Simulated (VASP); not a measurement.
Input of a VASP 6.6.1 run:

Contents of INCAR:

```
SYSTEM = Cu3Pd
PREC = Accurate
ENCUT = 520
EDIFF = 1E-7
ISMEAR = -1
SIGMA = 0.05
LREAL = .False.
LASPH = .True.
NELM = 80
ALGO = Normal
ISIF = 2
LWAVE = .False.
LCHARG = .True.
GGA = PS
LELF = .True.
LVHAR = .True.
NBANDS = 30
```

Contents of KPOINTS:

```
Automatic mesh
0
Gamma
  9 9 9
  0 0 0
```

Contents of POSCAR:

```
Cu3Pd
1.0
    3.7709793010      0.0000000000      0.0000000000
    0.0000000000      3.7709793010      0.0000000000
    0.0000000000      0.0000000000      3.7709793010
Cu Pd
3 1
Direct
    0.0000000000      0.5000000000      0.5000000000
    0.5000000000      0.0000000000      0.5000000000
    0.5000000000      0.5000000000      0.0000000000
    0.0000000000      0.0000000000      0.0000000000
```

Potentials or basis: VASP PAW PBE potentials, release 64 (Cu, Pd).

Run with:

```sh
$ cat potpaw_PBE.64/Cu/POTCAR potpaw_PBE.64/Pd/POTCAR > POTCAR
$ mpirun -np 1 vasp_std > vasp.out
```

Question: Estimate the pressure.

Answer: -12.6 GPa.

Caveat: the PAW data sets were made with another functional, which shifts forces and pressure a little.
